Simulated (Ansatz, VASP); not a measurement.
# Ta in VASP and in Ansatz

```xyz
2
Lattice="2.9004 0.0000 0.0000 -1.4502 2.5118 0.0000 0.0000 0.0000 5.1663" Properties=species:S:1:pos:R:3 pbc="T T T"
Ta    0.0000    1.6745    1.2916
Ta    1.4502    0.8373    3.8747
```

Alike in both runs: task single point; functional RPBE; k mesh 11 × 11 × 5; occupations gaussian, width 0.02 eV; no spin polarisation.

|  | VASP | Ansatz |
| --- | --- | --- |
| version | VASP 6.6.1 | Ansatz 0.2.0 |
| potentials or method | VASP PAW PBE potentials, release 64 (Ta_pv), cutoff 520 eV | all-electron LAPW, scalar-relativistic |

Ansatz gave:

* gap on the k mesh at the Fermi level (eV): none
* pressure (GPa): 2.2
* traceless stress, the component that is largest in VASP (GPa): 0.82

Q: What did VASP give for the same quantities?

A: gap on the k mesh at the Fermi level (eV): none; pressure (GPa): 2.2; traceless stress, the component that is largest in VASP (GPa): 0.80.

VASP's potentials were made for PBE, not for RPBE. A gap of «none» marks a metal or a gap that the smearing closes. Ansatz ran all-electron here, and VASP with PAW potentials.

Spin-orbit coupling is off throughout.
